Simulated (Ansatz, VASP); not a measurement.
# One calculation of Sn, two programs

The input POSCAR:

```
Sn
1.0
    0.0000000000      3.2456000000      3.6107300000
    3.2456000000      0.0000000000      3.6107300000
    3.2456000000      3.2456000000      0.0000000000
Sn
2
Direct
    0.5000000000      0.5000000000      0.5000000000
    0.7500000000      0.7500000000      0.7500000000
```

Contents of INCAR.step1:

```
SYSTEM = Sn
PREC     = Accurate       ! precision mode
ENCUT    = 520            ! plane-wave cutoff, eV
ISMEAR   = 0              ! smearing method
SIGMA    = 0.15           ! smearing width, eV
LREAL    = .FALSE.        ! projectors in reciprocal space
LASPH    = .TRUE.         ! aspherical terms in the spheres
NELM     = 100            ! most SCF steps
NBANDS   = 21             ! bands
GGA      = PE             ! functional
ALGO     = Normal         ! electronic algorithm
EDIFF    = 1E-4           ! SCF threshold, eV
LWAVE    = .TRUE.         ! write WAVECAR
LCHARG   = .FALSE.        ! write CHGCAR
```

The input INCAR.step2:

```
SYSTEM = Sn
PREC     = Accurate       ! precision mode
ENCUT    = 520            ! plane-wave cutoff, eV
EDIFF    = 1E-7           ! SCF threshold, eV
ISMEAR   = 0              ! smearing method
SIGMA    = 0.15           ! smearing width, eV
LREAL    = .FALSE.        ! projectors in reciprocal space
LASPH    = .TRUE.         ! aspherical terms in the spheres
NELM     = 100            ! most SCF steps
ALGO     = Normal         ! electronic algorithm
ISIF     = 2              ! what is computed and relaxed
LWAVE    = .FALSE.        ! write WAVECAR
LCHARG   = .TRUE.         ! write CHGCAR
METAGGA  = R2SCAN         ! meta-GGA
LMIXTAU  = .TRUE.       
LELF     = .TRUE.         ! ELF
LVHAR    = .TRUE.       
NBANDS   = 21             ! bands
ISTART   = 1
```

KPOINTS

```
regular mesh
0
G
  12 12 12
  0 0 0
```

Input for Ansatz:

```yaml
crystal:
  lattice:
    - [0.0, 3.2456, 3.61073]
    - [3.2456, 0.0, 3.61073]
    - [3.2456, 3.2456, 0.0]
  atoms:
    - { symbol: Sn, position: [0.5, 0.5, 0.5] }
    - { symbol: Sn, position: [0.75, 0.75, 0.75] }
basis:
  ecutwfc: 500
kpoints:
  mp_grid: { grid: [12, 12, 12] }
hamiltonian:
  xc: r2scan
scf:
  occupations: { method: gaussian, width: 0.15 }
output:
  forces: true
  stress: true
  eigenvalues: true
```

Change from the starting cell: strain +0.1125 x Voigt [0, 0, 1, 0, 0, 0], atoms carried along.

Alike in both runs: task single point; functional r2SCAN; k mesh 12 × 12 × 12; occupations gaussian, width 0.15 eV; no spin polarisation.

|  | VASP | Ansatz |
| --- | --- | --- |
| version | VASP 6.6.1 | Ansatz 0.2.0 |
| potentials or method | VASP PAW PBE potentials, release 64 (Sn_d), cutoff 520 eV | scalar-relativistic, plane waves, PAW |
| valence electrons in the cell | 28 | 28 |

```csv
,VASP,Ansatz,Ansatz less VASP
gap on the k mesh at the Fermi level (eV),none,none,-
pressure (GPa),-2.6,-2.6,+0.04
"traceless stress, the component that is largest in VASP (GPa)",-2.66,-2.66,-0.002
```

VASP's potentials were made for PBE, not for r2SCAN. A gap of «none» marks a metal or a gap that the smearing closes.
